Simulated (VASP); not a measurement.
**CaS: single point with LDA**

CaS:

```
Ca S
1.0
     0.00000    2.84300    2.84300
     2.84300    0.00000    2.84300
     2.84300    2.84300    0.00000
Ca S
1 1
Direct
  0.00000 0.00000 0.00000
  0.50000 0.50000 0.50000
```

- Program: VASP 6.6.1
- Task: single point
- Functional: LDA
- Potentials or basis: VASP PAW LDA potentials, release 64 (Ca_sv, S)
- Cutoff: 500 eV
- k mesh: 7 × 7 × 7
- Occupations: fermi-dirac, width 0.01 eV
- Spin: no spin polarisation

The pressure is -3.6 GPa and the band gap on the k mesh is 2.20 eV, indirect (least direct gap 3.00 eV).

Levels at points of the mesh, in eV from the valence-band top:
```csv
k point,band 6,band 7,band 8,band 9,band 10,band 11
"(0.00, 0.00, 0.00)",0.00,0.00,0.00,3.91,3.96,3.96
```

It took 7.8 s on 1 thread of Intel(R) Xeon(R) Platinum 8559C (Emerald Rapids), with other jobs on the host, peak memory 0.14 GiB.

A k mesh can miss the band edges.
